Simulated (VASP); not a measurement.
Input of a VASP 6.6.1 run:

Contents of INCAR:

```
PREC = Accurate
ENCUT = 600
EDIFF = 1E-6
ISMEAR = 0
SIGMA = 0.1
LREAL = F
LASPH = T
NELM = 150
ALGO = Normal
ISIF = 3
LWAVE = F
LCHARG = F
ISPIN = 2
MAGMOM = 2.05 0.06 0.06 0.06
LORBIT = 11
LMAXMIX = 4
GGA = PE
IBRION = 2
NSW = 90
EDIFFG = -0.04
```

File KPOINTS:

```
regular mesh
0
Gamma
  4 4 4
```

File POSCAR:

```
WF3
1.0
    3.8552265100      0.0000000000      0.0000000000
    0.0000000000      3.8552265100      0.0000000000
    0.0000000000      0.0000000000      3.8552265100
W F
1 3
Direct
    0.5000000000      0.5000000000      0.5000000000
    0.5000000000      0.0000000000      0.0000000000
    0.0000000000      0.5000000000      0.0000000000
    0.0000000000      0.0000000000      0.5000000000
```

Potentials or basis: VASP PAW PBE potentials, release 64 (W_sv, F).

Run with:

```console
$ cat potpaw_PBE.64/W_sv/POTCAR potpaw_PBE.64/F/POTCAR > POTCAR
$ mpirun -np 1 vasp_std > vasp.out
```

Q: Estimate the site moments.

A: W +2.31; F +0.03 μB.

Q: Estimate the space group after relaxing (to 0.1 Å).

A: Pm-3m (No. 221).

The path:
| step | energy change (eV) | largest force (eV/Å) | pressure (GPa) | volume (Å³) |
| --- | --- | --- | --- | --- |
| 1 | 0.0000 | 0.0000 | -24.47 | 57.30 |
| 2 | -1.7067 | 0.0000 | -0.13 | 41.00 |

Caveat: the k points lie up to 0.46 Å⁻¹ apart in the final cell; the volume moved by over 15 % at a fixed basis, so the end points are rough; the highest band is partly filled, so the run has too few bands.
